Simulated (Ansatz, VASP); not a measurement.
## Li in VASP and in Ansatz

```
CELL_PARAMETERS angstrom
3.12643 0.00000 0.00000
-1.56321 2.70756 0.00000
0.00000 0.00000 5.10545
ATOMIC_POSITIONS crystal
Li 0.33333 0.66667 0.25000
Li 0.66667 0.33333 0.75000
```

Alike in both runs: task relaxation of cell and atoms; functional PBEsol; k mesh 12 × 12 × 6; occupations fermi-dirac, width 0.1 eV; no spin polarisation.

|  | VASP | Ansatz |
| --- | --- | --- |
| version | VASP 6.6.1 | Ansatz 0.2.0 |
| potentials or method | VASP PAW PBE potentials, release 64 (Li_sv), cutoff 600 eV | plane waves (420 eV) with PAW, scalar-relativistic |
| valence electrons in the cell | 6 | 6 |

|  | VASP | Ansatz | Ansatz less VASP |
| --- | --- | --- | --- |
| relaxed volume (Å³/atom) | 19.98 | 20.18 | +0.202 |
| relaxed cell length with the largest relative difference (Å) | 3.046 | 3.057 | +0.0106 |

VASP's potentials were made for PBE, not for PBEsol, and Ansatz warns of the same on its side.

Noted on VASP's run: the cutoff is short for stress, so the pressure is rough.
